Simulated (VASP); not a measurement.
# Rb2PdSe2 (Immm) in VASP: single point with LDA

Aim: the single point of Rb2PdSe2 with LDA.

All numbers are computed with VASP 6.6.1; they aren't measurements. Logs are shortened: lines on timing, memory, paths and dates and some standing lists are left out, and cuts for length are marked.

## 1. The cell of the first run

The structure is orthorhombic, space group Immm (No. 71). Conventional cell: a = 3.806 Å, b = 7.663 Å, c = 10.165 Å, α = 90.00°, β = 90.00°, γ = 90.00°. Within 4.6 Å of Rb (site symmetry mm2) lie 6 Se at 3.51 to 3.52 Å and 4 Pd at 3.65 to 4.31 Å and 7 Rb at 3.81 to 4.43 Å. Pd (site symmetry mmm) has 4 Se at 2.51 Å within 3.3 Å. Se (site symmetry m2m) has 2 Pd at 2.51 Å and 1 Se at 3.26 Å within 3.3 Å.

## 2. Single point, LDA

Input file INCAR:

```
SYSTEM = Rb2PdSe2
ALGO = Normal ; EDIFF = 1E-6
ENCUT = 520 ; GGA = CA
ISIF = 2 ; ISMEAR = 0
LASPH = .TRUE. ; LCHARG = .FALSE.
LREAL = .FALSE. ; LWAVE = .FALSE.
NBANDS = 28 ; NELM = 100
PREC = Accurate ; SIGMA = 0.05
```

Input file KPOINTS:

```
k-points
0
G
  8 8 8
  0 0 0
```

Input file POSCAR:

```
Rb2PdSe2
1.0
   -1.9028737800      3.8314238800      5.0824115350
    1.9028737800     -3.8314238800      5.0824115350
    1.9028737800      3.8314238800     -5.0824115350
Rb Pd Se
2 1 2
Direct
    0.6940393800      0.1940393800      0.5000000000
    0.3059606200      0.8059606200      0.5000000000
    0.0000000000      0.0000000000      0.0000000000
    0.2127809000      0.5000000000      0.7127809000
    0.7872191000      0.5000000000      0.2872191000
```

Potentials or basis: VASP PAW LDA potentials, release 64 (Rb_sv, Pd, Se).

Run with:

```bash
$ cat potpaw_LDA.64/Rb_sv/POTCAR potpaw_LDA.64/Pd/POTCAR potpaw_LDA.64/Se/POTCAR > POTCAR
$ mpirun -np 1 vasp_std > vasp.out
```

OUTCAR:

```text
SYSTEM = Rb2PdSe2
   EDIFF = 1E-6
   ENCUT = 520
   GGA = CA
   ISIF = 2
   ISMEAR = 0
   LASPH = .TRUE.
   LREAL = .FALSE.
   NELM = 100
   PREC = Accurate

 ion  position               nearest neighbor table
   1  0.694  0.194  0.500-   5 3.51   4 3.51   5 3.52   5 3.52   4 3.52   4 3.52   3 3.65   3 3.65
                             2 3.94   3 4.31   3 4.31   2 4.43   2 4.43   2 4.43   2 4.43   2 5.48
   2  0.306  0.806  0.500-   4 3.51   5 3.51   4 3.52   4 3.52   5 3.52   5 3.52   3 3.65   3 3.65
                             1 3.94   3 4.31   3 4.31   1 4.43   1 4.43   1 4.43   1 4.43   1 5.48
   3  0.000  0.000  0.000-   4 2.51   5 2.51   4 2.51   5 2.51   1 3.65   2 3.65   2 3.65   1 3.65
                             1 4.31   1 4.31   2 4.31   2 4.31
   4  0.213  0.500  0.713-   3 2.51   3 2.51   2 3.51   1 3.51   2 3.52   2 3.52   1 3.52   1 3.52

   5  0.787  0.500  0.287-   3 2.51   3 2.51   1 3.51   2 3.51   1 3.52   1 3.52   2 3.52   2 3.52

  LATTYP: Found a body centered orthorhombic cell.
 ALAT       =     3.8057475600
 B/A-ratio  =     2.0134934436
 C/A-ratio  =     2.6709136404

  Lattice vectors:

 A1 = (  -1.9028737800,   3.8314238800,   5.0824115350)
 A2 = (   1.9028737800,  -3.8314238800,   5.0824115350)
 A3 = (   1.9028737800,   3.8314238800,  -5.0824115350)

Analysis of symmetry for initial positions (statically):
=====================================================================
 Subroutine PRICEL returns:
 Original cell was already a primitive cell.

 Routine SETGRP: Setting up the symmetry group for a
 body centered orthorhombic supercell.

 Subroutine GETGRP returns: Found  8 space group operations
 (whereof  8 operations were pure point group operations)
 out of a pool of  8 trial point group operations.

The static configuration has the point symmetry D_2h.

Analysis of symmetry for dynamics (positions and initial velocities):
=====================================================================
 Subroutine PRICEL returns:
 Original cell was already a primitive cell.

 Routine SETGRP: Setting up the symmetry group for a
 body centered orthorhombic supercell.

 Subroutine GETGRP returns: Found  8 space group operations
 (whereof  8 operations were pure point group operations)
 out of a pool of  8 trial point group operations.

The dynamic configuration has the point symmetry D_2h.

 Subroutine INISYM returns: Found  8 space group operations
 (whereof  8 operations are pure point group operations),
 and found     1 'primitive' translations

----------------------------------------------------------------------------------------

                                     Primitive cell

[... 97 lines left out ...]
   LREAL  =      F    real-space projection
   EDIFFG = 0.1E-04   stopping-criterion for IOM
   NSW    =      0    number of steps for IOM
   IBRION =     -1    ionic relax: 0-MD 1-quasi-New 2-CG
   NFREE  =      0    steps in history (QN), initial steepest desc. (CG)
   ISIF   =      2    stress and relaxation
   ISYM   =      2    0-nonsym 1-usesym 2-fastsym
   POTIM  = 0.5000    time-step for ionic-motion
   TEBEG  =    0.0;   TEEND  =   0.0 temperature during run
   PSTRESS=    0.0 pullay stress
   NELECT =      40.0000    total number of electrons
   NUPDOWN=      -1.0000    fix difference up-down
   EMIN   =  10.00;   EMAX   =-10.00  energy-range for DOS
   EFERMI =   0.00;   METHOD = LEGACY
   ISMEAR =     0;   SIGMA  =   0.05  broadening in eV -4-tet -1-fermi 0-gaus
   EFERMI_NEDOS =   21; number of points for ismear=-14 and -15
   IALGO  =     38    algorithm
   IMIX   =      4    mixing-type and parameters
     AMIX     =   0.40;   BMIX     =  1.00
     AMIX_MAG =   1.60;   BMIX_MAG =  1.00
  volume/ion in A,a.u.               =      29.64       200.04
  Fermi-wavevector in a.u.,A,eV,Ry     =   1.057941  1.999219 15.228176  1.119239
  Thomas-Fermi vector in A             =   2.193232
   LORBIT       =      0    0 simple, 1 ext, 2 COOP (PROOUT), +10 PAW based schemes
   GGA     = CA    functional components
   LHFCALC =     F    Hartree Fock is set to
   AEXX    =    0.0000 exact exchange contribution
   IVDW    =     0    specifies the selected vdW correction
   LEPSILON=     F    determine dielectric tensor
   LRPA    =     F    only Hartree local field effects (RPA)
 non-spin polarized calculation
 Gauss-broadening in eV      SIGMA  =   0.05
  energy-cutoff  :      520.00
  volume of cell :      148.22
 maximum number of plane-waves:      4028
 NGX is ok and might be reduce to    50
   NGX = 25   NGY = 25   NGZ = 25

 number of electron      40.0000004 magnetization

 Free energy of the ion-electron system (eV)
  ---------------------------------------------------
  ext. energy  EPLUGINS =         0.00000000
  ---------------------------------------------------
  free energy    TOTEN  =       -21.44609216 eV

  energy without entropy =      -21.44609216  energy(sigma->0) =      -21.44609216

 E-fermi :   2.2828     XC(G=0):  -9.0623

 val. band max:        1.9756426315   @ k =   0.0000   0.0000   0.0000
 cond. band min:       2.7251729739   @ k =   0.3750  -0.3750   0.1250
 fundamental gap:      0.7495303423
 Fermi energy:         2.2828469213

 k-point     1 :       0.0000    0.0000    0.0000
  band No.  band energies     occupation
      1     -24.6499      2.00000
      2     -24.6139      2.00000
      3     -10.6389      2.00000
      4      -9.8577      2.00000
      5      -9.0292      2.00000
      6      -8.9961      2.00000
[... 733 lines left out ...]
     27       7.9615      0.00000
     28       8.4571      0.00000

 [... further k-points ...]
[... 5 lines left out ...]
  --------------------------------------------------------------------------------------
  -------------------------------------------------------------------------------------
  Total       -2.9783362     -3.2120594     -1.9457898      0.0000000      0.0000000      0.0000000
  in kB      -32.1946937    -34.7211540    -21.0332556      0.0000000      0.0000000      0.0000000
  external PRESSURE =     -29.3163677 kB  Pullay stress =       0.0000000 kB

 VOLUME and BASIS-vectors are now :
 -----------------------------------------------------------------------------
  energy-cutoff  :      520.00
  volume of cell :      148.22
      direct lattice vectors                 reciprocal lattice vectors
    -1.902873780  3.831423880  5.082411535     0.000000000  0.130499787  0.098378495
     1.902873780 -3.831423880  5.082411535     0.262760465  0.000000000  0.098378495
     1.902873780  3.831423880 -5.082411535     0.262760465  0.130499787  0.000000000

 POSITION                                       TOTAL-FORCE (eV/Angst)
 -----------------------------------------------------------------------------------
      0.00000      3.83142      1.97238         0.000000      0.000000      0.045893
      1.90287      0.00000      3.11004        -0.000000      0.000000     -0.045893
      0.00000      0.00000      0.00000         0.000000      0.000000     -0.000000
      1.90287      1.63051      0.00000         0.000000     -0.397034     -0.000000
     -0.00000      2.20092      5.08241         0.000000      0.397034     -0.000000
 -----------------------------------------------------------------------------------
    total drift:                               -0.000000      0.000000     -0.000000

  FREE ENERGIE OF THE ION-ELECTRON SYSTEM (eV)
  ---------------------------------------------------
  free  energy   TOTEN  =       -21.4460921577 eV

  energy  without entropy=      -21.4460921577  energy(sigma->0) =      -21.44609216
```

OSZICAR:

```text
N       E                     dE             d eps       ncg     rms          rms(c)
DAV:   1     0.233475051491E+03    0.23348E+03   -0.17510E+04  5320   0.123E+03
DAV:   2    -0.598332557143E+01   -0.23946E+03   -0.23249E+03  6728   0.253E+02
DAV:   3    -0.219836207508E+02   -0.16000E+02   -0.15917E+02  7540   0.632E+01
DAV:   4    -0.223504994394E+02   -0.36688E+00   -0.36618E+00  7888   0.859E+00
DAV:   5    -0.223583350447E+02   -0.78356E-02   -0.78351E-02  7008   0.104E+00    0.877E+00
DAV:   6    -0.216909143139E+02    0.66742E+00   -0.22608E+00  5932   0.113E+01    0.496E+00
DAV:   7    -0.215072580157E+02    0.18366E+00   -0.96723E-01  6332   0.721E+00    0.330E+00
DAV:   8    -0.214507176963E+02    0.56540E-01   -0.14348E-01  6868   0.194E+00    0.102E+00
DAV:   9    -0.214467915337E+02    0.39262E-02   -0.45625E-02  6328   0.139E+00    0.312E-01
DAV:  10    -0.214460330419E+02    0.75849E-03   -0.46922E-03  6164   0.552E-01    0.110E-01
DAV:  11    -0.214461001485E+02   -0.67107E-04   -0.63136E-04  6448   0.115E-01    0.472E-02
DAV:  12    -0.214460931094E+02    0.70390E-05   -0.87454E-05  6520   0.400E-02    0.175E-02
DAV:  13    -0.214460921781E+02    0.93133E-06   -0.16580E-05  6008   0.236E-02    0.475E-03
DAV:  14    -0.214460921577E+02    0.20468E-07   -0.10002E-06  3448   0.518E-03
   1 F= -.21446092E+02 E0= -.21446092E+02  d E =-.448390E-20
```

stdout:

```text
POSCAR found type information on POSCAR RbPdSe
 POSCAR found :  3 types and       5 ions
 scaLAPACK will be used
 LDA part: xc-table for (Slater(with rela. corr.)+CA(PZ))
 , standard interpolation
 POSCAR, INCAR and KPOINTS ok, starting setup
 FFT: planning ... GRIDC
 FFT: planning ... GRID_SOFT
 FFT: planning ... GRID
 WAVECAR not read
 entering main loop
```

Wall time 9.3 min (1 thread of AMD EPYC 7R13 (Zen 3), shared host); peak memory 0.52 GiB.

Results:

| Item | Value |
| --- | --- |
| Free energy | -21.4461 eV |
| Pressure | -2.9 GPa |
| Largest force | 0.397 eV/Å |
| Band gap on the k mesh | 0.75 eV (least direct gap 1.23 eV) |

Forces on the atoms (eV/Å):
```
Rb   0.000  0.000  0.046
Rb   0.000  0.000 -0.046
Pd   0.000  0.000  0.000
Se   0.000 -0.397  0.000
Se   0.000  0.397  0.000
```

Caveat: semilocal functionals underestimate gaps, and a narrow one can read as zero. A k mesh can miss the band edges.
